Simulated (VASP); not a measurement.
# TiSeF2 (P4/mmm) in VASP: notebook, part 2 of 2

VASP 6.6.1.

## 4. Relaxation of cell and atoms, PBE

The input, INCAR:

```
SYSTEM = TiSeF2
ALGO = Normal ; EDIFF = 1E-6
EDIFFG = -0.01 ; ENCUT = 600
GGA = PE ; IBRION = 2
ISIF = 3 ; ISMEAR = 0
LASPH = .True. ; LCHARG = .False.
LREAL = .False. ; LWAVE = .False.
NELM = 100 ; NSW = 100
PREC = Accurate ; SIGMA = 0.1
```

The input, KPOINTS:

```
k-points
0
Gamma
  10 10 8
  0 0 0
```

The input, POSCAR:

```
TiSeF2
1.0
    3.9159435709      0.0000000000      0.0000000000
    0.0000000000      3.9159435709      0.0000000000
    0.0000000000      0.0000000000      4.9507362009
Ti Se F
1 1 2
Direct
    0.0000000000      0.0000000000      0.0000000000
    0.0000000000      0.0000000000      0.5000000000
    0.5000000000      0.0000000000      0.0000000000
    0.0000000000      0.5000000000      0.0000000000
```

Potentials or basis: VASP PAW PBE potentials, release 64 (Ti_sv, Se, F).

The run is started by

```console
$ cat potpaw_PBE.64/Ti_sv/POTCAR potpaw_PBE.64/Se/POTCAR potpaw_PBE.64/F/POTCAR > POTCAR
$ mpirun -np 1 vasp_std > vasp.out
```

OUTCAR:

```text
SYSTEM = TiSeF2
   EDIFF = 1E-6
   EDIFFG = -0.01
   ENCUT = 600
   GGA = PE
   IBRION = 2
   ISIF = 3
   ISMEAR = 0
   LASPH = .True.
   LREAL = .False.
   NELM = 100
   NSW = 100
   PREC = Accurate

 ion  position               nearest neighbor table
   1  0.000  0.000  0.000-   3 1.96   4 1.96   4 1.96   3 1.96   2 2.48   2 2.48
   2  0.000  0.000  0.500-   1 2.48   1 2.48
   3  0.500  0.000  0.000-   1 1.96   1 1.96
   4  0.000  0.500  0.000-   1 1.96   1 1.96

  LATTYP: Found a simple tetragonal cell.
 ALAT       =     3.9159435709
 C/A-ratio  =     1.2642511597

  Lattice vectors:

 A1 = (   3.9159435709,   0.0000000000,   0.0000000000)
 A2 = (   0.0000000000,   3.9159435709,   0.0000000000)
 A3 = (   0.0000000000,   0.0000000000,   4.9507362009)

Analysis of symmetry for initial positions (statically):
=====================================================================
 Subroutine PRICEL returns:
 Original cell was already a primitive cell.

 Routine SETGRP: Setting up the symmetry group for a
 simple tetragonal supercell.

 Subroutine GETGRP returns: Found 16 space group operations
 (whereof 16 operations were pure point group operations)
 out of a pool of 16 trial point group operations.

The static configuration has the point symmetry D_4h.

Analysis of symmetry for dynamics (positions and initial velocities):
=====================================================================
 Subroutine PRICEL returns:
 Original cell was already a primitive cell.

 Routine SETGRP: Setting up the symmetry group for a
 simple tetragonal supercell.

 Subroutine GETGRP returns: Found 16 space group operations
 (whereof 16 operations were pure point group operations)
 out of a pool of 16 trial point group operations.

The dynamic configuration has the point symmetry D_4h.

 Subroutine INISYM returns: Found 16 space group operations
 (whereof 16 operations are pure point group operations),
 and found     1 'primitive' translations

----------------------------------------------------------------------------------------

                                     Primitive cell

  volume of cell :      75.9176

  direct lattice vectors                    reciprocal lattice vectors
     3.915943571  0.000000000  0.000000000     0.255366295  0.000000000  0.000000000
     0.000000000  3.915943571  0.000000000     0.000000000  0.255366295  0.000000000
     0.000000000  0.000000000  4.950736201     0.000000000  0.000000000  0.201990161

  length of vectors
     3.915943571  3.915943571  4.950736201     0.255366295  0.255366295  0.201990161

  position of ions in fractional coordinates (direct lattice)
     0.000000000  0.000000000  0.000000000
[... 107 lines left out ...]
   GGA     = PE    functional components
   LHFCALC =     F    Hartree Fock is set to
   AEXX    =    0.0000 exact exchange contribution
   IVDW    =     0    specifies the selected vdW correction
   LEPSILON=     F    determine dielectric tensor
   LRPA    =     F    only Hartree local field effects (RPA)
 conjugate gradient relaxation of ions
 non-spin polarized calculation
 Gauss-broadening in eV      SIGMA  =   0.10
  energy-cutoff  :      600.00
  volume of cell :       75.92
 maximum number of plane-waves:      2556
 NGX is ok and might be reduce to    32
   NGX = 15   NGY = 15   NGZ = 19

--------------------------------------- Ionic step        1  -------------------------------------------

 number of electron      31.9999978 magnetization

 Free energy of the ion-electron system (eV)
  ---------------------------------------------------
  ext. energy  EPLUGINS =         0.00000000
  ---------------------------------------------------
  free energy    TOTEN  =       -24.49613250 eV

  energy without entropy =      -24.49137345  energy(sigma->0) =      -24.49375298

------------------------ aborting loop because EDIFF is reached ----------------------------------------

  FORCE on cell =-STRESS in cart. coord.  units (eV):
  Direction    XX          YY          ZZ          XY          YZ          ZX
  --------------------------------------------------------------------------------------
  -------------------------------------------------------------------------------------
  Total        0.2030865      0.2030865     -0.3085149      0.0000000     -0.0000000      0.0000000
  in kB        4.2859687      4.2859687     -6.5109451      0.0000000     -0.0000000      0.0000000
  external PRESSURE =       0.6869975 kB  Pullay stress =       0.0000000 kB

 VOLUME and BASIS-vectors are now :
 -----------------------------------------------------------------------------
  energy-cutoff  :      600.00
  volume of cell :       75.92
      direct lattice vectors                 reciprocal lattice vectors
     3.915943571  0.000000000  0.000000000     0.255366295  0.000000000  0.000000000
     0.000000000  3.915943571  0.000000000     0.000000000  0.255366295  0.000000000
     0.000000000  0.000000000  4.950736201     0.000000000  0.000000000  0.201990161

 POSITION                                       TOTAL-FORCE (eV/Angst)
 -----------------------------------------------------------------------------------
      0.00000      0.00000      0.00000         0.000000      0.000000      0.000000
      0.00000      0.00000      2.47537         0.000000      0.000000      0.000000
      1.95797      0.00000      0.00000         0.000000      0.000000      0.000000
      0.00000      1.95797      0.00000         0.000000      0.000000      0.000000
 -----------------------------------------------------------------------------------
    total drift:                                0.000000      0.000000     -0.000000

  FREE ENERGIE OF THE ION-ELECTRON SYSTEM (eV)
  ---------------------------------------------------
  free  energy   TOTEN  =       -24.4961324961 eV

  energy  without entropy=      -24.4913734546  energy(sigma->0) =      -24.49375298

--------------------------------------- Ionic step        2  -------------------------------------------

 number of electron      31.9999976 magnetization

 Free energy of the ion-electron system (eV)
  ---------------------------------------------------
  ext. energy  EPLUGINS =         0.00000000
  ---------------------------------------------------
  free energy    TOTEN  =       -24.49712041 eV

  energy without entropy =      -24.49261488  energy(sigma->0) =      -24.49486764

 E-fermi :   2.0975     XC(G=0):  -8.7356

 val. band max:        2.0959741647   @ k =   0.1000   0.0000   0.0000
 cond. band min:       2.1017925753   @ k =   0.4000   0.0000   0.0000
 fundamental gap:      0.0058184105
 Fermi energy:         2.0975413572

 k-point     1 :       0.0000    0.0000    0.0000
  band No.  band energies     occupation
      1     -56.5058      2.00000
      2     -32.8837      2.00000
      3     -32.8837      2.00000
      4     -32.4321      2.00000
      5     -22.8189      2.00000
      6     -22.5508      2.00000
[... 541 lines left out ...]
     19       2.7384      0.00000
     20       3.6228      0.00000

 [... further k-points ...]
[... 5 lines left out ...]
  --------------------------------------------------------------------------------------
  -------------------------------------------------------------------------------------
  Total       -0.0123274     -0.0123274      0.0225498      0.0000000      0.0000000      0.0000000
  in kB       -0.2598561     -0.2598561      0.4753405      0.0000000      0.0000000      0.0000000
  external PRESSURE =      -0.0147906 kB  Pullay stress =       0.0000000 kB

 VOLUME and BASIS-vectors are now :
 -----------------------------------------------------------------------------
  energy-cutoff  :      600.00
  volume of cell :       76.01
      direct lattice vectors                 reciprocal lattice vectors
     3.925535118  0.000000000  0.000000000     0.254742340  0.000000000  0.000000000
     0.000000000  3.925535118 -0.000000000     0.000000000  0.254742340  0.000000000
     0.000000000 -0.000000000  4.932315037     0.000000000  0.000000000  0.202744552

 POSITION                                       TOTAL-FORCE (eV/Angst)
 -----------------------------------------------------------------------------------
      0.00000      0.00000      0.00000         0.000000     -0.000000      0.000000
      0.00000     -0.00000      2.46616         0.000000     -0.000000      0.000000
      1.96277      0.00000      0.00000         0.000000     -0.000000      0.000000
      0.00000      1.96277     -0.00000         0.000000      0.000000      0.000000
 -----------------------------------------------------------------------------------
    total drift:                                0.000000      0.000000     -0.000000

  FREE ENERGIE OF THE ION-ELECTRON SYSTEM (eV)
  ---------------------------------------------------
  free  energy   TOTEN  =       -24.4971204105 eV

  energy  without entropy=      -24.4926148782  energy(sigma->0) =      -24.49486764

 reached required accuracy - stopping structural energy minimisation
```

Wall time 2.6 min (1 thread of Intel Xeon Platinum 8488C (Sapphire Rapids), shared host); peak memory 0.35 GiB.

Results:

| Item | Value |
| --- | --- |
| Free energy | -24.4971 eV |
| Relaxed volume | 19.00 Å³/atom |
| Relaxed cell | a = 3.926 Å, b = 3.926 Å, c = 4.932 Å, α = 90.00°, β = 90.00°, γ = 90.00° |
| Space group after relaxing (to 0.1 Å) | P4/mmm (No. 123) |
| Energy gained by relaxing | 0.2 meV/atom |
| Ionic steps | 2 |
| Pressure after relaxing | 0.0 GPa |
| Band gap on the k mesh | zero (bands 16 and 17 overlap by 0.02 eV) |

Step by step:
| step | energy change (eV) | largest force (eV/Å) | pressure (GPa) | volume (Å³) |
| --- | --- | --- | --- | --- |
| 1 | 0.0000 | 0.0000 | 0.07 | 75.92 |
| 2 | -0.0010 | 0.0000 | 0.00 | 76.01 |

Final structure:
```xyz
4
Lattice="3.9255 0.0000 0.0000 0.0000 3.9255 0.0000 0.0000 0.0000 4.9323" Properties=species:S:1:pos:R:3 pbc="T T T"
Ti    0.0000    0.0000    0.0000
Se    0.0000    0.0000    2.4662
F     1.9628    0.0000    0.0000
F     0.0000    1.9628    0.0000
```

## 5. Summary

```csv
task,cell,k mesh,cutoff (eV),smearing,gap on the mesh (eV),pressure (GPa)
single point,"a = 3.921, b = 3.921, c = 4.936 Å, 4 atoms, atomic positions A",10 × 10 × 8,520,gaussian 0.1 eV,none,0.2
single point,"a = 3.921, b = 4.936, c = 7.842 Å, 8 atoms, atomic positions B",6 × 4 × 4,520,gaussian 0.2 eV,none,0.3
relaxation of cell and atoms,"relaxed from a = 3.916, b = 3.916, c = 4.951 Å, 4 atoms, atomic positions A",10 × 10 × 8,600,gaussian 0.1 eV,none,0.0
```

Alike in all rows: level PBE; potentials or basis VASP PAW PBE potentials, release 64 (Ti_sv, Se, F); no spin polarisation.

Absolute energies hang on the potentials; compare differences alone.
